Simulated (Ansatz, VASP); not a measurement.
## Se: VASP beside Ansatz

```
Se
1.0
     0.00000    2.97196    2.97196
     2.97196    0.00000    2.97196
     2.97196    2.97196    0.00000
Se
2
Direct
  0.83000 0.89000 0.89000
  0.17000 0.11000 0.11000
```

Change from the starting cell: shortest bond scaled by 0.88, LAPW.

Alike in both runs: task single point; functional LDA; k mesh 9 × 9 × 9; occupations fermi-dirac, width 0.05 eV; no spin polarisation.

```csv
,VASP,Ansatz
version,VASP 6.6.1,Ansatz 0.2.0
potentials or method,"VASP PAW LDA potentials, release 64 (Se), cutoff 520 eV","all-electron LAPW, scalar-relativistic"
```

|  | VASP | Ansatz | Ansatz less VASP |
| --- | --- | --- | --- |
| pressure (GPa) | 8.1 | 7.9 | -0.24 |
| traceless stress, the component that is largest in VASP (GPa) | -0.38 | -0.26 | +0.118 |
| rms of the force components (eV/Å) | 0.413 | 0.433 | +0.0209 |

LDA's correlation is that of Perdew and Zunger in VASP and of Perdew and Wang (1992) in Ansatz. Atom by atom the forces differ by 0.021 eV/Å (rms over components). Ansatz ran all-electron here, and VASP with PAW potentials.
